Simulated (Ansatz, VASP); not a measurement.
## CuSn3: VASP beside Ansatz

```
CELL_PARAMETERS angstrom
-2.23990 2.23990 4.96812
2.23990 -2.23990 4.96812
2.23990 2.23990 -4.96812
ATOMIC_POSITIONS crystal
Sn 0.50000 0.50000 0.00000
Sn 0.25000 0.75000 0.50000
Sn 0.75000 0.25000 0.50000
Cu 0.00000 0.00000 0.00000
```

Alike in both runs: functional PBEsol; k mesh 7 × 7 × 7; occupations fermi-dirac, width 0.05 eV; no spin polarisation.

|  | VASP | Ansatz |
| --- | --- | --- |
| version | VASP 6.6.1 | Ansatz 0.2.0 |
| potentials or method | VASP PAW PBE potentials, release 64 (Sn_d, Cu) | Ansatz PAW |
| plane-wave cutoff (eV) | 520 | 420 |
| valence electrons in the cell | 53 | 61 |
| task | single point | band structure |

VASP gave:

- gap on the k mesh at the Fermi level (eV): none
- pressure (GPa): -4.8
- traceless stress, the component that is largest in VASP (GPa): 0.38

Task: Which values does Ansatz return?

Result: gap on the k mesh at the Fermi level (eV): none; pressure (GPa): -4.7; traceless stress, the component that is largest in VASP (GPa): 0.38.

VASP's potentials were made for PBE, not for PBEsol. A gap of «none» marks a metal or a gap that the smearing closes. VASP's potentials hold 53 valence electrons a cell and Ansatz's 61, so a difference there can come from the potentials and not from the codes.
